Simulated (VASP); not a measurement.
# Li16H (a cell with a defect) in VASP: further runs

The runs below take Li16H (a cell with a defect) through single point, with PBE.

Program: VASP 6.6.1. These are calculated values, not measurements. Logs are shortened: lines on timing, memory, paths and dates and some standing lists are left out, and cuts for length are marked.

**1. The cell of the first run**

The cell holds a defect, 17 atoms: a = 6.980 Å, b = 6.980 Å, c = 6.980 Å, α = 90.00°, β = 90.00°, γ = 90.00°.

**2. Single point, PBE**

Input file INCAR:

```
PREC = Accurate
ENCUT = 520
EDIFF = 1E-6
ISMEAR = 0
SIGMA = 0.05
LREAL = Auto
LASPH = True
NELM = 60
ALGO = Normal
ISIF = 2
LWAVE = False
LCHARG = True
GGA = PE
LELF = True
LVHAR = True
NBANDS = 38
```

Input file KPOINTS:

```
regular mesh
0
Gamma
  4 4 4
```

Input file POSCAR:

```
Li16H
1.0
    6.9800000000      0.0000000000      0.0000000000
    0.0000000000      6.9800000000      0.0000000000
    0.0000000000      0.0000000000      6.9800000000
Li H
16 1
Direct
    0.0321835154      0.0054729960     -0.0007760168
    0.4678414897      0.0055064112     -0.0007651791
   -0.0176280987      0.4761202550     -0.0001925162
    0.0139720533     -0.0121210912      0.4989085916
    0.2499859346      0.2749065924      0.2683278258
    0.5176943283      0.4760950942     -0.0001921818
    0.4860367835     -0.0121088650      0.4989123332
    0.7499850658      0.2290874822      0.2603309777
   -0.0139694944      0.5190774601      0.4997186898
    0.2499545461      0.7429761866      0.2217112273
    0.2499857488      0.2748269281      0.7324620836
    0.5139289514      0.5191098902      0.4997218048
    0.7499300474      0.7637377708      0.2358772907
    0.7499818043      0.2296832416      0.7388297513
    0.2499441521      0.7437072046      0.7788792565
    0.7499259982      0.7641040567      0.7644092515
    0.2500504741      0.8713453865      0.0008433102
```

Potentials or basis: VASP PAW PBE potentials, release 64 (Li_sv, H).

Command:

```console
$ cat potpaw_PBE.64/Li_sv/POTCAR potpaw_PBE.64/H/POTCAR > POTCAR
$ mpirun -np 1 vasp_std > vasp.out
```

OUTCAR:

```text
PREC = Accurate
   ENCUT = 520
   EDIFF = 1E-6
   ISMEAR = 0
   LREAL = Auto
   LASPH = True
   NELM = 60
   ISIF = 2
   GGA = PE

 ion  position               nearest neighbor table
   1  0.032  0.005  0.999-
   2  0.468  0.006  0.999-
   3  0.982  0.476  1.000-
   4  0.014  0.988  0.499-
   5  0.250  0.275  0.268-
   6  0.518  0.476  1.000-
[... 9 lines left out ...]
  16  0.750  0.764  0.764-
  17  0.250  0.871  0.001-

  LATTYP: Found a simple cubic cell.
 ALAT       =     6.9800000000

  Lattice vectors:

 A1 = (   6.9800000000,   0.0000000000,   0.0000000000)
 A2 = (   0.0000000000,   6.9800000000,   0.0000000000)
 A3 = (   0.0000000000,   0.0000000000,   6.9800000000)

Analysis of symmetry for initial positions (statically):
=====================================================================
 Subroutine PRICEL returns:
 Original cell was already a primitive cell.

 Routine SETGRP: Setting up the symmetry group for a
 simple cubic supercell.

 Subroutine GETGRP returns: Found  1 space group operations
 (whereof  1 operations were pure point group operations)
 out of a pool of 48 trial point group operations.

The static configuration has the point symmetry C_1 .

Analysis of symmetry for dynamics (positions and initial velocities):
=====================================================================
 Subroutine PRICEL returns:
 Original cell was already a primitive cell.

 Routine SETGRP: Setting up the symmetry group for a
 simple cubic supercell.

 Subroutine GETGRP returns: Found  1 space group operations
 (whereof  1 operations were pure point group operations)
 out of a pool of 48 trial point group operations.

The dynamic configuration has the point symmetry C_1 .

 Subroutine INISYM returns: Found  1 space group operations
 (whereof  1 operations are pure point group operations),
 and found     1 'primitive' translations

----------------------------------------------------------------------------------------

                                     Primitive cell

  volume of cell :     340.0684

  direct lattice vectors                    reciprocal lattice vectors
     6.980000000  0.000000000  0.000000000     0.143266476  0.000000000  0.000000000
     0.000000000  6.980000000  0.000000000     0.000000000  0.143266476  0.000000000
     0.000000000  0.000000000  6.980000000     0.000000000  0.000000000  0.143266476

  length of vectors
     6.980000000  6.980000000  6.980000000     0.143266476  0.143266476  0.143266476

  position of ions in fractional coordinates (direct lattice)
     0.032183515  0.005472996  0.999223983
     0.467841490  0.005506411  0.999234821
     0.982371901  0.476120255  0.999807484
     0.013972053  0.987878909  0.498908592
     0.249985935  0.274906592  0.268327826
     0.517694328  0.476095094  0.999807818
[... 9 lines left out ...]
     0.749925998  0.764104057  0.764409251
     0.250050474  0.871345387  0.000843310

  ion indices of the primitive-cell ions
   primitive index   ion index
                 1           1
                 2           2
                 3           3
                 4           4
                 5           5
                 6           6
[... 9 lines left out ...]
                16          16
                17          17

----------------------------------------------------------------------------------------

 KPOINTS: regular mesh

Automatic generation of k-mesh.
 Grid dimensions read from file:
 generate k-points for:    4    4    4

 Generating k-lattice:

  Cartesian coordinates                     Fractional coordinates (reciprocal lattice)
     0.035816619  0.000000000  0.000000000     0.250000000  0.000000000  0.000000000
     0.000000000  0.035816619  0.000000000     0.000000000  0.250000000  0.000000000
     0.000000000  0.000000000  0.035816619     0.000000000  0.000000000  0.250000000

  Length of vectors
     0.035816619  0.035816619  0.035816619

  Shift w.r.t. Gamma in fractional coordinates (k-lattice)
     0.000000000  0.000000000  0.000000000

 Subroutine IBZKPT returns following result:
 ===========================================

 Found     36 irreducible k-points:

 Following reciprocal coordinates:
            Coordinates               Weight
  0.000000  0.000000  0.000000      1.000000
  0.250000  0.000000  0.000000      2.000000
  0.000000  0.250000  0.000000      2.000000
  0.000000  0.000000  0.250000      2.000000
  0.500000  0.000000  0.000000      1.000000
  0.000000  0.500000  0.000000      1.000000
[... 16 lines left out ...]
  0.250000  0.250000  0.250000      2.000000
 -0.250000  0.250000  0.250000      2.000000
 [... further k-points ...]
   k-points           NKPTS =     36   k-points in BZ     NKDIM =     36   number of bands    NBANDS=     38
   number of dos      NEDOS =    301   number of ions     NIONS =     17
   total plane-waves  NPLWV = 157464
   dimension x,y,z NGX =    54 NGY =   54 NGZ =   54
   dimension x,y,z NGXF=   108 NGYF=  108 NGZF=  108
   ions per type =              16   1
   NGX,Y,Z   is equivalent  to a cutoff of  12.86, 12.86, 12.86 a.u.
   NGXF,Y,Z  is equivalent  to a cutoff of  25.72, 25.72, 25.72 a.u.
 SYSTEM =  unknown system
   PREC   = accura    normal or accurate (medium, high low for compatibility)
   ISTART =      0    job   : 0-new  1-cont  2-samecut
   ICHARG =      2    charge: 1-file 2-atom 10-const
   ISPIN  =      1    spin polarized calculation?
   LNONCOLLINEAR =      F non collinear calculations
   LSORBIT =      F    spin-orbit coupling
   LASPH  =      T    aspherical Exc in radial PAW
   ENCUT  =  520.0 eV  38.22 Ry    6.18 a.u.  12.98 12.98 12.98*2*pi/ulx,y,z
   NELM   =     60;   NELMIN=  2; NELMDL= -5     # of ELM steps
   EDIFF  = 0.1E-05   stopping-criterion for ELM
   LREAL  =      T    real-space projection
   EDIFFG = 0.1E-04   stopping-criterion for IOM
   NSW    =      0    number of steps for IOM
   IBRION =     -1    ionic relax: 0-MD 1-quasi-New 2-CG
   NFREE  =      0    steps in history (QN), initial steepest desc. (CG)
   ISIF   =      2    stress and relaxation
   ISYM   =      2    0-nonsym 1-usesym 2-fastsym
   POTIM  = 0.5000    time-step for ionic-motion
   TEBEG  =    0.0;   TEEND  =   0.0 temperature during run
   PSTRESS=    0.0 pullay stress
   NELECT =      49.0000    total number of electrons
   NUPDOWN=      -1.0000    fix difference up-down
   EMIN   =  10.00;   EMAX   =-10.00  energy-range for DOS
   EFERMI =   0.00;   METHOD = LEGACY
   ISMEAR =     0;   SIGMA  =   0.05  broadening in eV -4-tet -1-fermi 0-gaus
   EFERMI_NEDOS =   21; number of points for ismear=-14 and -15
   IALGO  =     38    algorithm
   IMIX   =      4    mixing-type and parameters
     AMIX     =   0.40;   BMIX     =  1.00
     AMIX_MAG =   1.60;   BMIX_MAG =  1.00
  volume/ion in A,a.u.               =      20.00       134.99
  Fermi-wavevector in a.u.,A,eV,Ry     =   0.858258  1.621873 10.022155  0.736608
  Thomas-Fermi vector in A             =   1.975436
   LORBIT       =      0    0 simple, 1 ext, 2 COOP (PROOUT), +10 PAW based schemes
   GGA     = PE    functional components
   LHFCALC =     F    Hartree Fock is set to
   AEXX    =    0.0000 exact exchange contribution
   IVDW    =     0    specifies the selected vdW correction
   LEPSILON=     F    determine dielectric tensor
   LRPA    =     F    only Hartree local field effects (RPA)
 non-spin polarized calculation
 Gauss-broadening in eV      SIGMA  =   0.05
  energy-cutoff  :      520.00
  volume of cell :      340.07
 maximum number of plane-waves:      9183
 NGX is ok and might be reduce to    54
   NGX = 25   NGY = 25   NGZ = 25

 number of electron      48.9999990 magnetization

 Free energy of the ion-electron system (eV)
  ---------------------------------------------------
  ext. energy  EPLUGINS =         0.00000000
  ---------------------------------------------------
  free energy    TOTEN  =       -34.17873238 eV

  energy without entropy =      -34.15917038  energy(sigma->0) =      -34.16895138

 E-fermi :   0.5428     XC(G=0):  -6.9624

 val. band max:        0.5340100254   @ k =   0.5000  -0.2500   0.2500
 cond. band min:       0.5430059143   @ k =   0.2500   0.2500   0.0000
 fundamental gap:      0.0089958889
 Fermi energy:         0.5427602763

 k-point     1 :       0.0000    0.0000    0.0000
  band No.  band energies     occupation
      1     -46.1431      2.00000
      2     -46.1396      2.00000
      3     -46.1301      2.00000
      4     -46.1291      2.00000
      5     -46.0906      2.00000
      6     -46.0843      2.00000
[... 28 lines left out ...]
     35       3.5767      0.00000
     36       3.7194      0.00000

 k-point     2 :       0.2500    0.0000    0.0000
  band No.  band energies     occupation
      1     -46.1426      2.00000
      2     -46.1401      2.00000
      3     -46.1300      2.00000
      4     -46.1291      2.00000
      5     -46.0906      2.00000
      6     -46.0843      2.00000
[... 28 lines left out ...]
     35       3.7989      0.00000
     36       3.8982      0.00000

 k-point     3 :       0.0000    0.2500    0.0000
  band No.  band energies     occupation
      1     -46.1431      2.00000
      2     -46.1396      2.00000
      3     -46.1301      2.00000
      4     -46.1291      2.00000
      5     -46.0901      2.00000
      6     -46.0858      2.00000
[... 28 lines left out ...]
     35       3.7612      0.00000
     36       3.7625      0.00000
[... 742 lines left out ...]
 k-point    23 :       0.2500    0.2500    0.2500
  band No.  band energies     occupation
      1     -46.1425      2.00000
      2     -46.1401      2.00000
      3     -46.1307      2.00000
      4     -46.1286      2.00000
      5     -46.0899      2.00000
      6     -46.0857      2.00000
[... 28 lines left out ...]
     35       3.6747      0.00000
     36       4.2357      0.00000

 k-point    24 :      -0.2500    0.2500    0.2500
  band No.  band energies     occupation
      1     -46.1425      2.00000
      2     -46.1401      2.00000
      3     -46.1307      2.00000
      4     -46.1286      2.00000
      5     -46.0899      2.00000
      6     -46.0857      2.00000
[... 28 lines left out ...]
     35       3.6748      0.00000
     36       4.2357      0.00000

 [... further k-points ...]

 [bands above 36 left out]

------------------------ aborting loop because EDIFF is reached ----------------------------------------

  FORCE on cell =-STRESS in cart. coord.  units (eV):
  Direction    XX          YY          ZZ          XY          YZ          ZX
  --------------------------------------------------------------------------------------
  -------------------------------------------------------------------------------------
  Total       -1.1619106     -1.3443851     -1.2113482     -0.0002568      0.0020553      0.0005380
  in kB       -5.4741541     -6.3338535     -5.7070716     -0.0012097      0.0096831      0.0025349
  external PRESSURE =      -5.8383597 kB  Pullay stress =       0.0000000 kB

 VOLUME and BASIS-vectors are now :
 -----------------------------------------------------------------------------
  energy-cutoff  :      520.00
  volume of cell :      340.07
      direct lattice vectors                 reciprocal lattice vectors
     6.980000000  0.000000000  0.000000000     0.143266476  0.000000000  0.000000000
     0.000000000  6.980000000  0.000000000     0.000000000  0.143266476  0.000000000
     0.000000000  0.000000000  6.980000000     0.000000000  0.000000000  0.143266476

 POSITION                                       TOTAL-FORCE (eV/Angst)
 -----------------------------------------------------------------------------------
      0.22464      0.03820      6.97458        -0.022772      0.010902      0.009035
      3.26553      0.03843      6.97466         0.022701      0.011049      0.008967
      6.85696      3.32332      6.97866        -0.009329      0.010734      0.002704
      0.09752      6.89539      3.48238        -0.006416      0.010611      0.011382
      1.74490      1.91885      1.87293         0.000129     -0.005250      0.000745
      3.61351      3.32314      6.97866         0.008427      0.010645      0.002966
[... 9 lines left out ...]
      5.23448      5.33345      5.33558         0.000322     -0.019033     -0.017979
      1.74535      6.08199      0.00589        -0.000940      0.002902     -0.014663
 -----------------------------------------------------------------------------------
    total drift:                               -0.000828      0.012540      0.010059

  FREE ENERGIE OF THE ION-ELECTRON SYSTEM (eV)
  ---------------------------------------------------
  free  energy   TOTEN  =       -34.1787323788 eV

  energy  without entropy=      -34.1591703802  energy(sigma->0) =      -34.16895138
```

It took 20 min on 1 thread of Intel Xeon 8259CL, shared host; peak memory 0.54 GiB.

What came out:

```
Free energy            : -34.1787 eV
Largest force          : 0.027 eV/Å
Band gap on the k mesh : zero (an odd number of electrons rules out a gap without spin polarisation)
```

Forces in eV/Å, atoms in the order of the input:
```
Li  -0.023  0.011  0.009
Li   0.023  0.011  0.009
Li  -0.009  0.011  0.003
Li  -0.006  0.011  0.011
Li   0.000 -0.005  0.001
Li   0.008  0.011  0.003
Li   0.006  0.011  0.011
Li   0.000 -0.004 -0.009
Li   0.004  0.007  0.004
Li   0.000 -0.008  0.009
Li   0.000 -0.004 -0.017
Li  -0.005  0.007  0.004
Li   0.001 -0.018  0.007
Li   0.000 -0.012  0.005
Li   0.001 -0.012 -0.018
Li   0.000 -0.019 -0.018
H   -0.001  0.003 -0.015
```

Caveat: the cutoff is under 1.25 times the usual one of these potentials, so pressure, stress and relaxed cells hold a basis-set (Pulay) error.

**3. Single point, PBE**

Input file INCAR:

```
SYSTEM = Li16H
PREC = Accurate
ENCUT = 520
EDIFF = 1E-6
ISMEAR = 0
SIGMA = 0.05
LREAL = Auto
LASPH = .True.
NELM = 80
ALGO = Normal
ISIF = 2
LWAVE = .False.
LCHARG = .True.
GGA = PE
LELF = .True.
LVHAR = .True.
NBANDS = 38
```

Input file KPOINTS:

```
regular mesh
0
Gamma
  4 4 4
  0 0 0
```

Input file POSCAR:

```
Li16H
1.0
    6.9800000000      0.0000000000      0.0000000000
    0.0000000000      6.9800000000      0.0000000000
    0.0000000000      0.0000000000      6.9800000000
Li H
16 1
Direct
   -0.0049230512     -0.0233773974      0.0001265132
    0.5220085920      0.0171500455     -0.0000605171
   -0.0051378423      0.5229203121      0.0001533520
    0.0105617609     -0.0105615367      0.5003096494
    0.2424044132      0.2501885814      0.2396276358
    0.5219836418      0.4823772433     -0.0000499173
    0.4804072844      0.0065151393      0.4999854347
    0.7667992128      0.2499759215      0.2622782228
    0.0105371943      0.5102423651      0.5003212273
    0.2523724019      0.7500824724      0.2200903238
    0.2422355296      0.2502024911      0.7598276654
    0.4802537623      0.4933112948      0.4999996819
    0.7300465911      0.7499592033      0.2652680062
    0.7670221884      0.2499926027      0.7370744697
    0.2526906368      0.7501100750      0.7790872372
    0.7301217471      0.7499672939      0.7337562360
    0.1171766667      0.7497129527     -0.0004823210
```

Potentials or basis: VASP PAW PBE potentials, release 64 (Li_sv, H).

Command:

```console
$ cat potpaw_PBE.64/Li_sv/POTCAR potpaw_PBE.64/H/POTCAR > POTCAR
$ mpirun -np 1 vasp_std > vasp.out
```

Run time: 27 min. Hardware: 1 thread of Intel Xeon 8259CL, shared host; peak memory 0.54 GiB.

The run converged. Its results:

| Item | Value |
| --- | --- |
| Free energy | -34.1798 eV |
| Largest force | 0.017 eV/Å |
| Band gap on the k mesh | zero (an odd number of electrons rules out a gap without spin polarisation) |

Forces in eV/Å, atoms in the order of the input:
```
Li  -0.001  0.002 -0.004
Li  -0.003  0.001 -0.003
Li   0.001  0.003 -0.005
Li   0.004  0.001 -0.007
Li  -0.006 -0.003  0.004
Li  -0.002  0.002 -0.002
Li   0.009  0.004 -0.003
Li  -0.005 -0.001 -0.004
Li   0.005  0.004 -0.006
Li   0.000 -0.003  0.002
Li  -0.006 -0.004  0.003
Li   0.011 -0.002 -0.003
Li  -0.004 -0.002  0.002
Li  -0.011 -0.002  0.011
Li  -0.005 -0.003  0.008
Li  -0.003 -0.002  0.005
H    0.017  0.002  0.002
```

Levels at points of the mesh, in eV from the Fermi level:
```tsv
k point	band 22	band 23	band 24	band 25	band 26	band 27
(0.00, 0.00, 0.00)	-1.16	-1.11	-0.39	0.21	0.23	0.24
(0.50, 0.00, 0.00)	-0.65	-0.63	-0.63	-0.63	-0.59	0.25
(0.00, 0.50, 0.00)	-0.66	-0.63	-0.62	-0.61	-0.58	0.50
(0.00, 0.00, 0.50)	-0.66	-0.63	-0.62	-0.61	-0.58	0.47
(0.50, 0.50, 0.00)	-0.19	-0.14	-0.11	-0.11	0.02	0.03
(0.00, 0.50, 0.50)	-0.16	-0.09	-0.08	-0.06	-0.04	-0.02
(0.50, 0.00, 0.50)	-0.20	-0.14	-0.13	-0.12	0.03	0.05
(0.50, 0.50, 0.50)	-1.75	-1.75	-1.75	0.16	2.31	2.33
```

Caveat: the cutoff is under 1.25 times the usual one of these potentials, so pressure, stress and relaxed cells hold a basis-set (Pulay) error.
